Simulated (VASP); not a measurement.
Here is a VASP 6.6.1 calculation.

The input INCAR:

```
ALGO = Normal ; EDIFF = 1E-7
ENCUT = 520 ; GGA = PE
ISIF = 2 ; ISMEAR = -1
LASPH = T ; LCHARG = T
LELF = T ; LREAL = F
LVHAR = T ; LWAVE = F
NBANDS = 12 ; NELM = 80
PREC = Accurate ; SIGMA = 0.05
```

Contents of KPOINTS:

```
k-points
0
Gamma
  9 9 9
```

POSCAR

```
SiF
1.0
    3.0486575382      0.0000000000      0.0000000000
    0.0000000000      3.0486575382      0.0000000000
    0.0000000000      0.0000000000      3.0486575382
Si F
1 1
Direct
    0.5000000000      0.5000000000      0.5000000000
    0.0000000000      0.0000000000      0.0000000000
```

Potentials or basis: VASP PAW PBE potentials, release 64 (Si, F).

Command:

```bash
$ cat potpaw_PBE.64/Si/POTCAR potpaw_PBE.64/F/POTCAR > POTCAR
$ mpirun -np 1 vasp_std > vasp.out
```

Q: What does it give for the pressure?

A: -1.4 GPa.

Caveat: an odd number of electrons without spin polarisation forces a metal; a magnetic or distorted state may lie lower.
